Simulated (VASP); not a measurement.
# CdF2 (Fm-3m) in VASP: settings compared

CdF2 is run at these levels: PBE, PBEsol, RPBE; tasks: single point.

All numbers are computed with VASP 6.6.1; they aren't measurements. Logs are shortened: lines on timing, memory, paths and dates and some standing lists are left out, and cuts for length are marked.

## 1. The cell of the first run

The structure is cubic, space group Fm-3m (No. 225). Conventional cell: a = 5.388 Å, b = 5.388 Å, c = 5.388 Å, α = 90.00°, β = 90.00°, γ = 90.00°. Cd (site symmetry m-3m) has 8 F at 2.33 Å within 3.1 Å. F (site symmetry -43m) has 4 Cd at 2.33 Å and 6 F at 2.69 Å within 3.1 Å.

## 2. Single point, PBE

File INCAR:

```
SYSTEM = CdF2
ALGO     = Normal         ! electronic algorithm
EDIFF    = 1E-6           ! SCF threshold, eV
ENCUT    = 520            ! plane-wave cutoff, eV
GGA      = PE             ! functional
ISIF     = 2              ! what is computed and relaxed
ISMEAR   = -1             ! smearing method
LASPH    = .True.         ! aspherical terms in the spheres
LCHARG   = .False.        ! write CHGCAR
LREAL    = .False.        ! projectors in reciprocal space
LWAVE    = .False.        ! write WAVECAR
NBANDS   = 20             ! bands
NELM     = 80             ! most SCF steps
PREC     = Accurate       ! precision mode
SIGMA    = 0.05           ! smearing width, eV
```

File KPOINTS:

```
k-points
0
Gamma
  5 5 5
  0 0 0
```

File POSCAR:

```
CdF2
1.0
    0.0000000000      2.6940000000      2.6940000000
    2.6940000000      0.0000000000      2.6940000000
    2.6940000000      2.6940000000      0.0000000000
Cd F
1 2
Direct
    0.0000000000      0.0000000000      0.0000000000
    0.7500000000      0.7500000000      0.7500000000
    0.2500000000      0.2500000000      0.2500000000
```

Potentials or basis: VASP PAW PBE potentials, release 64 (Cd, F).

On the command line:

```sh
$ cat potpaw_PBE.64/Cd/POTCAR potpaw_PBE.64/F/POTCAR > POTCAR
$ mpirun -np 1 vasp_std > vasp.out
```

OUTCAR:

```text
SYSTEM = CdF2
   EDIFF = 1E-6
   ENCUT = 520
   GGA = PE
   ISIF = 2
   ISMEAR = -1
   LASPH = .True.
   LREAL = .False.
   NELM = 80
   PREC = Accurate

 ion  position               nearest neighbor table
   1  0.000  0.000  0.000-   2 2.33   2 2.33   2 2.33   2 2.33   3 2.33   3 2.33   3 2.33   3 2.33

   2  0.750  0.750  0.750-   1 2.33   1 2.33   1 2.33   1 2.33
   3  0.250  0.250  0.250-   1 2.33   1 2.33   1 2.33   1 2.33

  LATTYP: Found a face centered cubic cell.
 ALAT       =     5.3880000000

  Lattice vectors:

 A1 = (   0.0000000000,   2.6940000000,   2.6940000000)
 A2 = (   2.6940000000,   0.0000000000,   2.6940000000)
 A3 = (   2.6940000000,   2.6940000000,   0.0000000000)

Analysis of symmetry for initial positions (statically):
=====================================================================
 Subroutine PRICEL returns:
 Original cell was already a primitive cell.

 Routine SETGRP: Setting up the symmetry group for a
 face centered cubic supercell.

 Subroutine GETGRP returns: Found 48 space group operations
 (whereof 48 operations were pure point group operations)
 out of a pool of 48 trial point group operations.

The static configuration has the point symmetry O_h .

Analysis of symmetry for dynamics (positions and initial velocities):
=====================================================================
 Subroutine PRICEL returns:
 Original cell was already a primitive cell.

 Routine SETGRP: Setting up the symmetry group for a
 face centered cubic supercell.

 Subroutine GETGRP returns: Found 48 space group operations
 (whereof 48 operations were pure point group operations)
 out of a pool of 48 trial point group operations.

The dynamic configuration has the point symmetry O_h .

 Subroutine INISYM returns: Found 48 space group operations
 (whereof 48 operations are pure point group operations),
 and found     1 'primitive' translations

----------------------------------------------------------------------------------------

                                     Primitive cell

  volume of cell :      39.1041

  direct lattice vectors                    reciprocal lattice vectors
     0.000000000  2.694000000  2.694000000    -0.185597624  0.185597624  0.185597624
     2.694000000  0.000000000  2.694000000     0.185597624 -0.185597624  0.185597624
     2.694000000  2.694000000  0.000000000     0.185597624  0.185597624 -0.185597624

  length of vectors
     3.809891337  3.809891337  3.809891337     0.321464515  0.321464515  0.321464515

[... 60 lines left out ...]
   ICHARG =      2    charge: 1-file 2-atom 10-const
   ISPIN  =      1    spin polarized calculation?
   LNONCOLLINEAR =      F non collinear calculations
   LSORBIT =      F    spin-orbit coupling
   LASPH  =      T    aspherical Exc in radial PAW
   ENCUT  =  520.0 eV  38.22 Ry    6.18 a.u.   7.08  7.08  7.08*2*pi/ulx,y,z
   NELM   =     80;   NELMIN=  2; NELMDL= -5     # of ELM steps
   EDIFF  = 0.1E-05   stopping-criterion for ELM
   LREAL  =      F    real-space projection
   EDIFFG = 0.1E-04   stopping-criterion for IOM
   NSW    =      0    number of steps for IOM
   IBRION =     -1    ionic relax: 0-MD 1-quasi-New 2-CG
   NFREE  =      0    steps in history (QN), initial steepest desc. (CG)
   ISIF   =      2    stress and relaxation
   ISYM   =      2    0-nonsym 1-usesym 2-fastsym
   POTIM  = 0.5000    time-step for ionic-motion
   TEBEG  =    0.0;   TEEND  =   0.0 temperature during run
   PSTRESS=    0.0 pullay stress
   NELECT =      26.0000    total number of electrons
   NUPDOWN=      -1.0000    fix difference up-down
   EMIN   =  10.00;   EMAX   =-10.00  energy-range for DOS
   EFERMI =   0.00;   METHOD = LEGACY
   ISMEAR =    -1;   SIGMA  =   0.05  broadening in eV -4-tet -1-fermi 0-gaus
   EFERMI_NEDOS =   21; number of points for ismear=-14 and -15
   IALGO  =     38    algorithm
   IMIX   =      4    mixing-type and parameters
     AMIX     =   0.40;   BMIX     =  1.00
     AMIX_MAG =   1.60;   BMIX_MAG =  1.00
  volume/ion in A,a.u.               =      13.03        87.96
  Fermi-wavevector in a.u.,A,eV,Ry     =   1.428867  2.700166 27.778468  2.041660
  Thomas-Fermi vector in A             =   2.548882
   LORBIT       =      0    0 simple, 1 ext, 2 COOP (PROOUT), +10 PAW based schemes
   GGA     = PE    functional components
[... 5 lines left out ...]
 non-spin polarized calculation
  energy-cutoff  :      520.00
  volume of cell :       39.10
 maximum number of plane-waves:      1073
   NGX = 15   NGY = 15   NGZ = 15

 number of electron      25.9999990 magnetization

 Free energy of the ion-electron system (eV)
  ---------------------------------------------------
  ext. energy  EPLUGINS =         0.00000000
  ---------------------------------------------------
  free energy    TOTEN  =       -10.85938928 eV

  energy without entropy =      -10.85938928  energy(sigma->0) =      -10.85938928

 E-fermi :  -0.1879     XC(G=0): -10.4121

 val. band max:       -1.3935506017   @ k =  -0.4000   0.4000   0.2000
 cond. band min:       1.7565067352   @ k =   0.0000   0.0000   0.0000
 fundamental gap:      3.1500573369
 Fermi energy:        -0.1878708897

 k-point     1 :       0.0000    0.0000    0.0000
  band No.  band energies     occupation
      1     -22.1165      2.00000
      2     -21.0118      2.00000
      3      -6.9269      2.00000
      4      -6.9269      2.00000
      5      -6.9269      2.00000
      6      -5.7193      2.00000
[... 219 lines left out ...]
     19      18.0123      0.00000
     20      19.9584      0.00000

------------------------ aborting loop because EDIFF is reached ----------------------------------------

  FORCE on cell =-STRESS in cart. coord.  units (eV):
  Direction    XX          YY          ZZ          XY          YZ          ZX
  --------------------------------------------------------------------------------------
  -------------------------------------------------------------------------------------
  Total        1.5150441      1.5150441      1.5150441      0.0000000      0.0000000     -0.0000000
  in kB       62.0744796     62.0744796     62.0744796      0.0000000      0.0000000     -0.0000000
  external PRESSURE =      62.0744796 kB  Pullay stress =       0.0000000 kB

 VOLUME and BASIS-vectors are now :
 -----------------------------------------------------------------------------
  energy-cutoff  :      520.00
  volume of cell :       39.10
      direct lattice vectors                 reciprocal lattice vectors
     0.000000000  2.694000000  2.694000000    -0.185597624  0.185597624  0.185597624
     2.694000000  0.000000000  2.694000000     0.185597624 -0.185597624  0.185597624
     2.694000000  2.694000000  0.000000000     0.185597624  0.185597624 -0.185597624

 POSITION                                       TOTAL-FORCE (eV/Angst)
 -----------------------------------------------------------------------------------
      0.00000      0.00000      0.00000         0.000000     -0.000000      0.000000
      4.04100      4.04100      4.04100         0.000000      0.000000      0.000000
      1.34700      1.34700      1.34700        -0.000000     -0.000000     -0.000000
 -----------------------------------------------------------------------------------
    total drift:                                0.000000      0.000000      0.000000

  FREE ENERGIE OF THE ION-ELECTRON SYSTEM (eV)
  ---------------------------------------------------
  free  energy   TOTEN  =       -10.8593892821 eV

  energy  without entropy=      -10.8593892820  energy(sigma->0) =      -10.85938928
```

OSZICAR:

```text
N       E                     dE             d eps       ncg     rms          rms(c)
DAV:   1     0.191295886080E+03    0.19130E+03   -0.15798E+04   416   0.133E+03
DAV:   2    -0.435235485107E+01   -0.19565E+03   -0.18764E+03   432   0.340E+02
DAV:   3    -0.125306232889E+02   -0.81783E+01   -0.81562E+01   476   0.744E+01
DAV:   4    -0.125662599918E+02   -0.35637E-01   -0.35635E-01   420   0.506E+00
DAV:   5    -0.125663862778E+02   -0.12629E-03   -0.12629E-03   460   0.272E-01    0.103E+01
DAV:   6    -0.108278423769E+02    0.17385E+01   -0.39476E+00   512   0.367E+01    0.740E+00
DAV:   7    -0.108745689292E+02   -0.46727E-01   -0.89474E-01   416   0.842E+00    0.428E+00
DAV:   8    -0.108681810830E+02    0.63878E-02   -0.14283E-01   416   0.358E+00    0.706E-01
DAV:   9    -0.108586845051E+02    0.94966E-02   -0.36452E-02   492   0.238E+00    0.881E-02
DAV:  10    -0.108592656600E+02   -0.58115E-03   -0.29428E-03   412   0.586E-01    0.120E-01
DAV:  11    -0.108593670044E+02   -0.10134E-03   -0.12408E-04   420   0.108E-01    0.355E-02
DAV:  12    -0.108593877185E+02   -0.20714E-04   -0.30444E-05   424   0.498E-02    0.184E-02
DAV:  13    -0.108593895559E+02   -0.18374E-05   -0.74452E-06   424   0.224E-02    0.368E-03
DAV:  14    -0.108593892821E+02    0.27388E-06   -0.71062E-07   352   0.105E-02
   1 F= -.10859389E+02 E0= -.10859389E+02  d E =-.216861E-10
```

stdout:

```text
POSCAR found type information on POSCAR CdF
 POSCAR found :  2 types and       3 ions
 scaLAPACK will be used
 LDA part: xc-table for (Slater+PW92), standard interpolation
 POSCAR, INCAR and KPOINTS ok, starting setup
 FFT: planning ... GRIDC
 FFT: planning ... GRID_SOFT
 FFT: planning ... GRID
 WAVECAR not read
 entering main loop
```

It took 20 s on 1 thread of AMD EPYC 7R13, shared host; peak memory 0.12 GiB.

What came out:

```yaml
Free_energy: -10.8594 eV
Pressure: 6.2 GPa
Band_gap_on_the_k_mesh: 3.15 eV (least direct gap 3.57 eV)
```

Levels at points of the mesh, in eV from the valence-band top:
| k point | band 11 | band 12 | band 13 | band 14 | band 15 | band 16 |
| --- | --- | --- | --- | --- | --- | --- |
| (0.00, 0.00, 0.00) | -0.42 | -0.42 | -0.42 | 3.15 | 12.79 | 12.79 |

Caveat: the cell stands under pressure; an odd mesh through Γ misses points on the zone boundary, where band edges can lie.

## 3. Single point, PBEsol

File INCAR:

```
SYSTEM = CdF2
PREC     = Accurate       ! precision mode
ENCUT    = 520            ! plane-wave cutoff, eV
EDIFF    = 1E-6           ! SCF threshold, eV
ISMEAR   = -1             ! smearing method
SIGMA    = 0.05           ! smearing width, eV
LREAL    = .False.        ! projectors in reciprocal space
LASPH    = .True.         ! aspherical terms in the spheres
NELM     = 100            ! most SCF steps
ALGO     = Normal         ! electronic algorithm
ISIF     = 2              ! what is computed and relaxed
LWAVE    = .False.        ! write WAVECAR
LCHARG   = .False.        ! write CHGCAR
GGA      = PS             ! functional
NBANDS   = 20             ! bands
```

File KPOINTS:

```
Automatic mesh
0
Gamma
  5 5 5
  0 0 0
```

POSCAR is that of step 2.

Potentials or basis: VASP PAW PBE potentials, release 64 (Cd, F).

On the command line:

```sh
$ cat potpaw_PBE.64/Cd/POTCAR potpaw_PBE.64/F/POTCAR > POTCAR
$ mpirun -np 1 vasp_std > vasp.out
```

OUTCAR:

```text
SYSTEM = CdF2
   PREC = Accurate
   ENCUT = 520
   EDIFF = 1E-6
   ISMEAR = -1
   LREAL = .False.
   LASPH = .True.
   NELM = 100
   ISIF = 2
   GGA = PS

 ion  position               nearest neighbor table
   1  0.000  0.000  0.000-   2 2.33   2 2.33   2 2.33   2 2.33   3 2.33   3 2.33   3 2.33   3 2.33

   2  0.750  0.750  0.750-   1 2.33   1 2.33   1 2.33   1 2.33
   3  0.250  0.250  0.250-   1 2.33   1 2.33   1 2.33   1 2.33

  LATTYP: Found a face centered cubic cell.
 ALAT       =     5.3880000000

  Lattice vectors:

[... 402 lines left out ...]

  FORCE on cell =-STRESS in cart. coord.  units (eV):
  Direction    XX          YY          ZZ          XY          YZ          ZX
  --------------------------------------------------------------------------------------
  -------------------------------------------------------------------------------------
  Total        0.1310939      0.1310939      0.1310939     -0.0000000     -0.0000000     -0.0000000
  in kB        5.3711884      5.3711884      5.3711884     -0.0000000     -0.0000000     -0.0000000
  external PRESSURE =       5.3711884 kB  Pullay stress =       0.0000000 kB

 VOLUME and BASIS-vectors are now :
 -----------------------------------------------------------------------------
  energy-cutoff  :      520.00
  volume of cell :       39.10
      direct lattice vectors                 reciprocal lattice vectors
     0.000000000  2.694000000  2.694000000    -0.185597624  0.185597624  0.185597624
     2.694000000  0.000000000  2.694000000     0.185597624 -0.185597624  0.185597624
     2.694000000  2.694000000  0.000000000     0.185597624  0.185597624 -0.185597624

 POSITION                                       TOTAL-FORCE (eV/Angst)
 -----------------------------------------------------------------------------------
      0.00000      0.00000      0.00000        -0.000000      0.000000     -0.000000
      4.04100      4.04100      4.04100        -0.000000     -0.000000     -0.000000
      1.34700      1.34700      1.34700         0.000000      0.000000      0.000000
 -----------------------------------------------------------------------------------
    total drift:                                0.000000      0.000000      0.000000

  FREE ENERGIE OF THE ION-ELECTRON SYSTEM (eV)
  ---------------------------------------------------
  free  energy   TOTEN  =       -11.5930747376 eV

  energy  without entropy=      -11.5930747375  energy(sigma->0) =      -11.59307474
```

OSZICAR:

```text
N       E                     dE             d eps       ncg     rms          rms(c)
DAV:   1     0.189746084105E+03    0.18975E+03   -0.15735E+04   416   0.132E+03
DAV:   2    -0.482168422629E+01   -0.19457E+03   -0.18653E+03   432   0.338E+02
DAV:   3    -0.129869514275E+02   -0.81653E+01   -0.81428E+01   476   0.743E+01
DAV:   4    -0.130225427569E+02   -0.35591E-01   -0.35589E-01   420   0.505E+00
DAV:   5    -0.130226655151E+02   -0.12276E-03   -0.12276E-03   456   0.269E-01    0.948E+00
DAV:   6    -0.115852635500E+02    0.14374E+01   -0.31844E+00   504   0.346E+01    0.726E+00
DAV:   7    -0.116138566229E+02   -0.28593E-01   -0.73581E-01   416   0.751E+00    0.427E+00
DAV:   8    -0.116026277046E+02    0.11229E-01   -0.14888E-01   408   0.356E+00    0.713E-01
DAV:   9    -0.115924183653E+02    0.10209E-01   -0.34598E-02   488   0.231E+00    0.947E-02
DAV:  10    -0.115929431196E+02   -0.52475E-03   -0.33339E-03   408   0.557E-01    0.103E-01
DAV:  11    -0.115930468345E+02   -0.10371E-03   -0.11238E-04   440   0.109E-01    0.439E-02
DAV:  12    -0.115930714076E+02   -0.24573E-04   -0.82767E-05   412   0.755E-02    0.199E-02
DAV:  13    -0.115930746844E+02   -0.32768E-05   -0.79330E-06   424   0.288E-02    0.717E-03
DAV:  14    -0.115930747376E+02   -0.53203E-07   -0.45240E-07   348   0.905E-03
   1 F= -.11593075E+02 E0= -.11593075E+02  d E =-.734732E-10
```

Run time: 19 s. Hardware: 1 thread of AMD EPYC 7R13, shared host; peak memory 0.12 GiB.

Results:

```yaml
Free_energy: -11.5931 eV
Pressure: 0.5 GPa
Band_gap_on_the_k_mesh: 2.99 eV (least direct gap 3.39 eV)
```

Caveat: the PAW data sets were made with another functional, which shifts forces and pressure a little; an odd mesh through Γ misses points on the zone boundary, where band edges can lie.

## 4. Single point, RPBE

File INCAR:

```
PREC = Accurate ; ENCUT = 520
EDIFF = 1E-6 ; ISMEAR = -1
SIGMA = 0.05 ; LREAL = False
LASPH = True ; NELM = 60
ALGO = Normal ; ISIF = 2
LWAVE = False ; LCHARG = False
GGA = RP ; NBANDS = 20
```

File KPOINTS:

```
Automatic mesh
0
Gamma
  5 5 5
```

POSCAR is that of step 3.

Potentials or basis: VASP PAW PBE potentials, release 64 (Cd, F).

On the command line:

```sh
$ cat potpaw_PBE.64/Cd/POTCAR potpaw_PBE.64/F/POTCAR > POTCAR
$ mpirun -np 1 vasp_std > vasp.out
```

OUTCAR:

```text
PREC = Accurate
   ENCUT = 520
   EDIFF = 1E-6
   ISMEAR = -1
   LREAL = False
   LASPH = True
   NELM = 60
   ISIF = 2
   GGA = RP

 ion  position               nearest neighbor table
   1  0.000  0.000  0.000-   2 2.33   2 2.33   2 2.33   2 2.33   3 2.33   3 2.33   3 2.33   3 2.33

   2  0.750  0.750  0.750-   1 2.33   1 2.33   1 2.33   1 2.33
   3  0.250  0.250  0.250-   1 2.33   1 2.33   1 2.33   1 2.33

  LATTYP: Found a face centered cubic cell.
 ALAT       =     5.3880000000
[... 405 lines left out ...]

  FORCE on cell =-STRESS in cart. coord.  units (eV):
  Direction    XX          YY          ZZ          XY          YZ          ZX
  --------------------------------------------------------------------------------------
  -------------------------------------------------------------------------------------
  Total        2.6925077      2.6925077      2.6925077      0.0000000      0.0000000     -0.0000000
  in kB      110.3175914    110.3175914    110.3175914      0.0000000      0.0000000     -0.0000000
  external PRESSURE =     110.3175914 kB  Pullay stress =       0.0000000 kB

 VOLUME and BASIS-vectors are now :
 -----------------------------------------------------------------------------
  energy-cutoff  :      520.00
  volume of cell :       39.10
      direct lattice vectors                 reciprocal lattice vectors
     0.000000000  2.694000000  2.694000000    -0.185597624  0.185597624  0.185597624
     2.694000000  0.000000000  2.694000000     0.185597624 -0.185597624  0.185597624
     2.694000000  2.694000000  0.000000000     0.185597624  0.185597624 -0.185597624

 POSITION                                       TOTAL-FORCE (eV/Angst)
 -----------------------------------------------------------------------------------
      0.00000      0.00000      0.00000         0.000000      0.000000      0.000000
      4.04100      4.04100      4.04100         0.000000      0.000000      0.000000
      1.34700      1.34700      1.34700        -0.000000     -0.000000     -0.000000
 -----------------------------------------------------------------------------------
    total drift:                                0.000000      0.000000      0.000000

  FREE ENERGIE OF THE ION-ELECTRON SYSTEM (eV)
  ---------------------------------------------------
  free  energy   TOTEN  =        -9.8947740616 eV

  energy  without entropy=       -9.8947740615  energy(sigma->0) =       -9.89477406
```

Run time: 20 s. Hardware: 1 thread of AMD EPYC 7R13, shared host; peak memory 0.12 GiB.

Results:

```
Free energy            : -9.8948 eV
Pressure               : 11.0 GPa
Band gap on the k mesh : 3.35 eV (least direct gap 3.78 eV)
```

Caveat: the cell stands under pressure; the PAW data sets were made with another functional, which shifts forces and pressure a little; an odd mesh through Γ misses points on the zone boundary, where band edges can lie.

## 5. Overview

| level | gap on the mesh (eV) | pressure (GPa) |
| --- | --- | --- |
| PBE | 3.15 | 6.2 |
| PBEsol | 2.99 | 0.5 |
| RPBE | 3.35 | 11.0 |

Alike in all rows: task single point; potentials or basis VASP PAW PBE potentials, release 64 (Cd, F); no spin polarisation; cell as given; k mesh 5 × 5 × 5; cutoff (eV) 520; smearing fermi-dirac 0.05 eV.

On the cell as given the gap runs from 2.99 eV (PBEsol) to 3.35 eV (RPBE). The pressure there spans 0.5 GPa (PBEsol) to 11.0 GPa (RPBE); a positive pressure means that this level wants a larger cell, a negative one a smaller.

Caveats: an odd mesh through Γ misses points on the zone boundary, where band edges can lie; the cell stands under pressure (at least some runs); the PAW data sets were made with another functional, which shifts forces and pressure a little (at least some runs).

Absolute energies hang on the potentials; compare differences alone.
